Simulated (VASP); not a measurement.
# ZnO (Pm-3m) in VASP: single point with r2SCAN

Aim: the single point of ZnO with r2SCAN.

Program: VASP 6.6.1. These are calculated values, not measurements. Logs are shortened: lines on timing, memory, paths and dates and some standing lists are left out, and cuts for length are marked.

## (1) The cell of the first run

Symmetry: Pm-3m, No. 221, cubic system. The conventional cell has a = 2.646 Å, b = 2.646 Å, c = 2.646 Å, α = 90.00°, β = 90.00°, γ = 90.00°. Within 3.0 Å of Zn (site symmetry m-3m) lie 8 O at 2.29 Å and 6 Zn at 2.65 Å. O (site symmetry m-3m) has 8 Zn at 2.29 Å and 6 O at 2.65 Å within 3.0 Å.

## (2) Single point, r2SCAN

File POSCAR:

```
ZnO
1.0
    2.6461709597      0.0000000000      0.0000000000
    0.0000000000      2.6461709597      0.0000000000
    0.0000000000      0.0000000000      2.6461709597
Zn O
1 1
Direct
    0.0000000000      0.0000000000      0.0000000000
    0.5000000000      0.5000000000      0.5000000000
```

File INCAR.step1:

```
SYSTEM = ZnO
PREC = Accurate ; ENCUT = 1480
ISMEAR = -1 ; SIGMA = 0.02
LREAL = .FALSE. ; LASPH = .TRUE.
NELM = 120 ; NBANDS = 16
GGA = PE ; ALGO = Normal
EDIFF = 1E-5 ; LWAVE = .TRUE.
LCHARG = .FALSE. ; GGA_COMPAT = .FALSE.
```

File INCAR.step2:

```
SYSTEM = ZnO
PREC = Accurate ; ENCUT = 1480
EDIFF = 1E-6 ; ISMEAR = -1
SIGMA = 0.02 ; LREAL = .FALSE.
LASPH = .TRUE. ; NELM = 120
ALGO = Normal ; ISIF = 2
LWAVE = .FALSE. ; LCHARG = .TRUE.
METAGGA = R2SCAN ; LMIXTAU = .TRUE.
LELF = .TRUE. ; LVHAR = .TRUE.
NBANDS = 16 ; ISTART = 1
GGA_COMPAT = .FALSE.
```

File KPOINTS:

```
regular mesh
0
G
  8 8 8
  0 0 0
```

Potentials or basis: VASP PAW PBE potentials, release 64 (Zn, O_h).

Launch:

```sh
$ cat potpaw_PBE.64/Zn/POTCAR potpaw_PBE.64/O_h/POTCAR > POTCAR
$ cp INCAR.step1 INCAR
$ mpirun -np 1 vasp_std > vasp.out
$ cp INCAR.step2 INCAR
$ mpirun -np 1 vasp_std > vasp.out
```

OUTCAR:

```text
SYSTEM = ZnO
   PREC = Accurate
   ENCUT = 1480
   EDIFF = 1E-6
   ISMEAR = -1
   LREAL = .FALSE.
   LASPH = .TRUE.
   NELM = 120
   ISIF = 2
   METAGGA = R2SCAN
   ISTART = 1

 ion  position               nearest neighbor table
   1  0.000  0.000  0.000-
   2  0.500  0.500  0.500-

  LATTYP: Found a simple cubic cell.
 ALAT       =     2.6461709597

  Lattice vectors:

 A1 = (   2.6461709597,   0.0000000000,   0.0000000000)
 A2 = (   0.0000000000,   2.6461709597,   0.0000000000)
 A3 = (   0.0000000000,   0.0000000000,   2.6461709597)

Analysis of symmetry for initial positions (statically):
=====================================================================
 Subroutine PRICEL returns:
 Original cell was already a primitive cell.

 Routine SETGRP: Setting up the symmetry group for a
 simple cubic supercell.

 Subroutine GETGRP returns: Found 48 space group operations
 (whereof 48 operations were pure point group operations)
 out of a pool of 48 trial point group operations.

The static configuration has the point symmetry O_h .

Analysis of symmetry for dynamics (positions and initial velocities):
=====================================================================
 Subroutine PRICEL returns:
 Original cell was already a primitive cell.

 Routine SETGRP: Setting up the symmetry group for a
 simple cubic supercell.

 Subroutine GETGRP returns: Found 48 space group operations
 (whereof 48 operations were pure point group operations)
 out of a pool of 48 trial point group operations.

The dynamic configuration has the point symmetry O_h .

 Subroutine INISYM returns: Found 48 space group operations
 (whereof 48 operations are pure point group operations),
 and found     1 'primitive' translations

----------------------------------------------------------------------------------------

                                     Primitive cell

  volume of cell :      18.5291

  direct lattice vectors                    reciprocal lattice vectors
     2.646170960  0.000000000  0.000000000     0.377904533  0.000000000  0.000000000
     0.000000000  2.646170960  0.000000000     0.000000000  0.377904533  0.000000000
     0.000000000  0.000000000  2.646170960     0.000000000  0.000000000  0.377904533

  length of vectors
     2.646170960  2.646170960  2.646170960     0.377904533  0.377904533  0.377904533

  position of ions in fractional coordinates (direct lattice)
     0.000000000  0.000000000  0.000000000
     0.500000000  0.500000000  0.500000000

  ion indices of the primitive-cell ions
   primitive index   ion index
                 1           1
                 2           2

----------------------------------------------------------------------------------------

 KPOINTS: regular mesh

Automatic generation of k-mesh.
 Grid dimensions read from file:
 generate k-points for:    8    8    8

 Generating k-lattice:

  Cartesian coordinates                     Fractional coordinates (reciprocal lattice)
     0.047238067  0.000000000  0.000000000     0.125000000  0.000000000  0.000000000
     0.000000000  0.047238067  0.000000000     0.000000000  0.125000000  0.000000000
     0.000000000  0.000000000  0.047238067     0.000000000  0.000000000  0.125000000

  Length of vectors
     0.047238067  0.047238067  0.047238067

  Shift w.r.t. Gamma in fractional coordinates (k-lattice)
     0.000000000  0.000000000  0.000000000

 Subroutine IBZKPT returns following result:
 ===========================================

 Found     35 irreducible k-points:

 Following reciprocal coordinates:
            Coordinates               Weight
  0.000000  0.000000  0.000000      1.000000
  0.125000  0.000000  0.000000      6.000000
  0.250000  0.000000  0.000000      6.000000
  0.375000  0.000000  0.000000      6.000000
  0.500000  0.000000  0.000000      3.000000
  0.125000  0.125000  0.000000     12.000000
[... 16 lines left out ...]
  0.375000  0.375000  0.125000     24.000000
  0.500000  0.375000  0.125000     24.000000
 [... further k-points ...]
   k-points           NKPTS =     35   k-points in BZ     NKDIM =     35   number of bands    NBANDS=     16
   number of dos      NEDOS =    301   number of ions     NIONS =      2
   total plane-waves  NPLWV =  46656
   dimension x,y,z NGX =    36 NGY =   36 NGZ =   36
   dimension x,y,z NGXF=    72 NGYF=   72 NGZF=   72
   ions per type =               1   1
   NGX,Y,Z   is equivalent  to a cutoff of  22.62, 22.62, 22.62 a.u.
   NGXF,Y,Z  is equivalent  to a cutoff of  45.23, 45.23, 45.23 a.u.
 SYSTEM =  ZnO
   PREC   = accura    normal or accurate (medium, high low for compatibility)
   ISTART =      1    job   : 0-new  1-cont  2-samecut
   ICHARG =      0    charge: 1-file 2-atom 10-const
   ISPIN  =      1    spin polarized calculation?
   LNONCOLLINEAR =      F non collinear calculations
   LSORBIT =      F    spin-orbit coupling
   LASPH  =      T    aspherical Exc in radial PAW
   ENCUT  = 1480.0 eV 108.78 Ry   10.43 a.u.   8.30  8.30  8.30*2*pi/ulx,y,z
   NELM   =    120;   NELMIN=  2; NELMDL=  0     # of ELM steps
   EDIFF  = 0.1E-05   stopping-criterion for ELM
   LREAL  =      F    real-space projection
[... 7 lines left out ...]
   TEBEG  =    0.0;   TEEND  =   0.0 temperature during run
   PSTRESS=    0.0 pullay stress
   NELECT =      18.0000    total number of electrons
   NUPDOWN=      -1.0000    fix difference up-down
   EMIN   =  10.00;   EMAX   =-10.00  energy-range for DOS
   EFERMI =   0.00;   METHOD = LEGACY
   ISMEAR =    -1;   SIGMA  =   0.02  broadening in eV -4-tet -1-fermi 0-gaus
   EFERMI_NEDOS =   21; number of points for ismear=-14 and -15
   IALGO  =     38    algorithm
   IMIX   =      4    mixing-type and parameters
     AMIX     =   0.40;   BMIX     =  1.00
     AMIX_MAG =   1.60;   BMIX_MAG =  1.00
  volume/ion in A,a.u.               =       9.26        62.52
  Fermi-wavevector in a.u.,A,eV,Ry     =   1.621366  3.063938 35.767379  2.628828
  Thomas-Fermi vector in A             =   2.715154
   LORBIT       =      0    0 simple, 1 ext, 2 COOP (PROOUT), +10 PAW based schemes
   METAGGA = R2SCAN    functional components
   LHFCALC =     F    Hartree Fock is set to
   AEXX    =    0.0000 exact exchange contribution
   IVDW    =     0    specifies the selected vdW correction
   LEPSILON=     F    determine dielectric tensor
   LRPA    =     F    only Hartree local field effects (RPA)
 non-spin polarized calculation
  energy-cutoff  :     1480.00
  volume of cell :       18.53
 maximum number of plane-waves:      2440
 NGX is ok and might be reduce to    36
   NGX = 17   NGY = 17   NGZ = 17

 number of electron      17.9999998 magnetization

 Free energy of the ion-electron system (eV)
  ---------------------------------------------------
  ext. energy  EPLUGINS =         0.00000000
  ---------------------------------------------------
  free energy    TOTEN  =       -16.69590814 eV

  energy without entropy =      -16.69561107  energy(sigma->0) =      -16.69575960

 E-fermi :   3.7172     XC(G=0): -13.5645

 val. band max:        3.6733927780   @ k =   0.5000   0.0000   0.0000
 cond. band min:       5.0635235315   @ k =   0.1250   0.0000   0.0000
 fundamental gap:      1.3901307536
 Fermi energy:         3.7171677563

 k-point     1 :       0.0000    0.0000    0.0000
  band No.  band energies     occupation
      1     -16.1054      2.00000
      2      -3.0101      2.00000
      3      -3.0101      2.00000
      4      -1.8672      2.00000
      5      -1.8672      2.00000
      6      -1.8672      2.00000
[... 8 lines left out ...]
     15      22.8601      0.00000
     16      37.4430      0.00000

 k-point     2 :       0.1250    0.0000    0.0000
  band No.  band energies     occupation
      1     -15.9439      2.00000
      2      -2.9961      2.00000
      3      -2.9893      2.00000
      4      -1.9819      2.00000
      5      -1.9819      2.00000
      6      -1.8617      2.00000
[... 8 lines left out ...]
     15      24.1883      0.00000
     16      33.5731      0.00000

 k-point     3 :       0.2500    0.0000    0.0000
  band No.  band energies     occupation
      1     -15.5188      2.00000
      2      -3.2875      2.00000
      3      -2.9387      2.00000
      4      -2.2292      2.00000
      5      -2.2292      2.00000
      6      -1.8482      2.00000
[... 8 lines left out ...]
     15      27.2228      0.00000
     16      29.5434      0.00000

 k-point     4 :       0.3750    0.0000    0.0000
  band No.  band energies     occupation
      1     -15.0290      2.00000
      2      -4.2031      2.00000
      3      -2.8878      2.00000
      4      -2.4462      2.00000
      5      -2.4462      2.00000
      6      -1.8346      2.00000
[... 8 lines left out ...]
     15      26.3277      0.00000
     16      31.0639      0.00000

 k-point     5 :       0.5000    0.0000    0.0000
  band No.  band energies     occupation
      1     -14.8005      2.00000
      2      -4.6962      2.00000
      3      -2.8666      2.00000
      4      -2.5294      2.00000
      5      -2.5294      2.00000
      6      -1.8290      2.00000
[... 8 lines left out ...]
     15      24.6033      0.00000
     16      33.3175      0.00000

 k-point     6 :       0.1250    0.1250    0.0000
  band No.  band energies     occupation
      1     -15.7884      2.00000
      2      -2.9835      2.00000
      3      -2.9390      2.00000
      4      -2.1157      2.00000
      5      -2.0212      2.00000
      6      -1.9097      2.00000
[... 8 lines left out ...]
     15      25.5059      0.00000
     16      31.4165      0.00000

 k-point     7 :       0.2500    0.1250    0.0000
  band No.  band energies     occupation
      1     -15.3811      2.00000
      2      -3.1993      2.00000
      3      -2.8863      2.00000
      4      -2.3222      2.00000
      5      -2.2126      2.00000
      6      -1.9094      2.00000
[... 8 lines left out ...]
     15      28.1892      0.00000
     16      29.3013      0.00000

 k-point     8 :       0.3750    0.1250    0.0000
  band No.  band energies     occupation
      1     -14.9153      2.00000
      2      -3.9914      2.00000
      3      -2.8268      2.00000
      4      -2.4570      2.00000
      5      -2.4031      2.00000
      6      -1.8884      2.00000
[... 8 lines left out ...]
     15      27.6140      0.00000
     16      31.8850      0.00000

 k-point     9 :       0.5000    0.1250    0.0000
  band No.  band energies     occupation
      1     -14.6994      2.00000
      2      -4.4336      2.00000
      3      -2.7937      2.00000
      4      -2.5372      2.00000
      5      -2.4777      2.00000
      6      -1.8789      2.00000
[... 8 lines left out ...]
     15      27.0324      0.00000
     16      31.8396      0.00000
[... 172 lines left out ...]
 k-point    19 :       0.5000    0.1250    0.1250
  band No.  band energies     occupation
      1     -14.5962      2.00000
      2      -4.1960      2.00000
      3      -2.7187      2.00000
      4      -2.7009      2.00000
      5      -2.2949      2.00000
      6      -1.9380      2.00000
[... 8 lines left out ...]
     15      28.8479      0.00000
     16      28.9890      0.00000

 k-point    20 :       0.2500    0.2500    0.1250
  band No.  band energies     occupation
      1     -14.8986      2.00000
      2      -3.0346      2.00000
      3      -2.7415      2.00000
      4      -2.4078      2.00000
      5      -2.2103      2.00000
      6      -2.1283      2.00000
[... 8 lines left out ...]
     15      27.4101      0.00000
     16      30.3903      0.00000

 k-point    21 :       0.3750    0.2500    0.1250
  band No.  band energies     occupation
      1     -14.5093      2.00000
      2      -3.3508      2.00000
      3      -2.7699      2.00000
      4      -2.5073      2.00000
      5      -2.1201      2.00000
      6      -2.0683      2.00000
[... 8 lines left out ...]
     15      27.4529      0.00000
     16      31.1310      0.00000

 k-point    22 :       0.5000    0.2500    0.1250
  band No.  band energies     occupation
      1     -14.3328      2.00000
      2      -3.5928      2.00000
      3      -2.8290      2.00000
      4      -2.5296      2.00000
      5      -2.1232      2.00000
      6      -2.0313      2.00000
[... 8 lines left out ...]
     15      27.1305      0.00000
     16      31.8081      0.00000

 k-point    23 :       0.3750    0.3750    0.1250
  band No.  band energies     occupation
      1     -14.1888      2.00000
      2      -3.1142      2.00000
      3      -2.6962      2.00000
      4      -2.4936      2.00000
      5      -2.0684      2.00000
      6      -1.9278      2.00000
[... 8 lines left out ...]
     15      27.4586      0.00000
     16      29.7276      0.00000

 k-point    24 :       0.5000    0.3750    0.1250
  band No.  band energies     occupation
      1     -14.0459      2.00000
      2      -2.9946      2.00000
      3      -2.8324      2.00000
      4      -2.4618      2.00000
      5      -2.1234      2.00000
      6      -1.8347      2.00000
[... 8 lines left out ...]
     15      27.2507      0.00000
     16      28.8369      0.00000

 [... further k-points ...]

------------------------ aborting loop because EDIFF is reached ----------------------------------------

  FORCE on cell =-STRESS in cart. coord.  units (eV):
  Direction    XX          YY          ZZ          XY          YZ          ZX
  --------------------------------------------------------------------------------------
  -------------------------------------------------------------------------------------
  Total        0.1249683      0.1249683      0.1249683      0.0000000     -0.0000000      0.0000000
  in kB       10.8057954     10.8057954     10.8057954      0.0000000     -0.0000000      0.0000000
  external PRESSURE =      10.8057954 kB  Pullay stress =       0.0000000 kB

 VOLUME and BASIS-vectors are now :
 -----------------------------------------------------------------------------
  energy-cutoff  :     1480.00
  volume of cell :       18.53
      direct lattice vectors                 reciprocal lattice vectors
     2.646170960  0.000000000  0.000000000     0.377904533  0.000000000  0.000000000
     0.000000000  2.646170960  0.000000000     0.000000000  0.377904533  0.000000000
     0.000000000  0.000000000  2.646170960     0.000000000  0.000000000  0.377904533

 POSITION                                       TOTAL-FORCE (eV/Angst)
 -----------------------------------------------------------------------------------
      0.00000      0.00000      0.00000         0.000000      0.000000      0.000000
      1.32309      1.32309      1.32309         0.000000      0.000000      0.000000
 -----------------------------------------------------------------------------------
    total drift:                                0.000000      0.000000      0.000000

  FREE ENERGIE OF THE ION-ELECTRON SYSTEM (eV)
  ---------------------------------------------------
  free  energy   TOTEN  =       -16.6959081420 eV

  energy  without entropy=      -16.6956110668  energy(sigma->0) =      -16.69575960
```

Wall time 60 s (1 thread of Intel Xeon 6975P-C (Granite Rapids), shared host); peak memory 0.24 GiB.

What came out:

| Item | Value |
| --- | --- |
| Free energy | -16.6959 eV |
| Pressure | 1.1 GPa |
| Band gap on the k mesh | zero (bands 9 and 10 overlap by 0.04 eV) |

Caveat: the structure was generated, so it needn't be the stable form of ZnO; semilocal functionals underestimate gaps, and a narrow one can read as zero; the PAW data sets were made with another functional, which shifts forces and pressure a little.

The gap in the log of VASP goes by the Fermi energy; the results here count the filled bands.